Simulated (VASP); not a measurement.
Set up this calculation in VASP 6.6.1, as the native input.

| Item | Value |
| --- | --- |
| Task | single point |
| Functional | PBEsol |
| Potentials or basis | VASP PAW PBE potentials, release 64 (Ti_sv) |
| Cutoff | 520 eV |
| k mesh | 22 × 22 × 22 |
| Occupations | gaussian, width 0.15 eV |
| Spin | no spin polarisation |
| Dipole correction | no |
| Further INCAR settings | ALGO = Fast; EDIFF = 1e-06; NBANDS = 12 |

The structure of Ti lies in POSCAR:

```
Ti
1.0
   -1.6049504194      1.6049504194      1.6049504194
    1.6049504194     -1.6049504194      1.6049504194
    1.6049504194      1.6049504194     -1.6049504194
Ti
1
Direct
    0.0000000000      0.0000000000      0.0000000000
```

The input as run:

INCAR

```
ALGO     = Fast           # electronic algorithm
EDIFF    = 1E-6           # SCF threshold, eV
ENCUT    = 520            # plane-wave cutoff, eV
GGA      = PS             # functional
ISIF     = 2              # what is computed and relaxed
ISMEAR   = 0              # smearing method
LASPH    = True           # aspherical terms in the spheres
LCHARG   = True           # write CHGCAR
LELF     = True           # ELF
LREAL    = False          # projectors in reciprocal space
LVHAR    = True         
LWAVE    = False          # write WAVECAR
NBANDS   = 12             # bands
NELM     = 100            # most SCF steps
PREC     = Accurate       # precision mode
SIGMA    = 0.15           # smearing width, eV
```

KPOINTS

```
k-points
0
Gamma
  22 22 22
```

Potentials or basis: VASP PAW PBE potentials, release 64 (Ti_sv).

Run with:

```console
$ cat potpaw_PBE.64/Ti_sv/POTCAR > POTCAR
$ mpirun -np 1 vasp_std > vasp.out
```

Results of the run:

```
Pressure               : -0.4 GPa
Band gap on the k mesh : zero (band 6 reaches 9.52 eV, above the bottom of band 7 at 7.83 eV)
```

Caveat: the PAW data sets were made with another functional, which shifts forces and pressure a little.

It took 100 s on 1 thread of Intel(R) Xeon(R) Platinum 8259CL CPU @ 2.50GHz (Skylake/Cascade Lake) (shared host), peak memory 0.19 GiB.
